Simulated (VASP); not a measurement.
A run of VASP 6.6.1 is set up as follows.

Contents of INCAR:

```
PREC = Accurate
ENCUT = 520
EDIFF = 1E-6
ISMEAR = 0
SIGMA = 0.1
LREAL = False
LASPH = True
NELM = 100
ALGO = Normal
ISIF = 2
LWAVE = False
LCHARG = True
GGA = PE
LELF = True
LVHAR = True
NBANDS = 44
```

KPOINTS

```
regular mesh
0
Gamma
  3 3 3
```

POSCAR

```
LaGa3Pd2
1.0
    4.6399010000      0.4052980000      1.0708770000
   -1.0415160000      4.8349250000      0.3285250000
    0.3509440000      0.4748310000      5.5840170000
Ga La Pd
3 1 2
Direct
    0.1672429099     -0.0154138296      0.3522063494
    0.1749115749      0.5268258064      0.1604874715
    0.4729970572      0.6332189718      0.4531696568
    0.8396152607      0.5963242668      0.7840042211
    0.5023713489      0.1113843340      0.5912545644
    0.7859749539      0.0514439410      0.1160461866
```

Potentials or basis: VASP PAW PBE potentials, release 64 (Ga_d, La, Pd).

Launch:

```bash
$ cat potpaw_PBE.64/Ga_d/POTCAR potpaw_PBE.64/La/POTCAR potpaw_PBE.64/Pd/POTCAR > POTCAR
$ mpirun -np 1 vasp_std > vasp.out
```

(1) Predict the pressure.

(2) What does it give for the largest force?

## Answers

(1) 3.9 GPa.

(2) 2.251 eV/Å.

Caveat: the k points lie up to 0.46 Å⁻¹ apart.
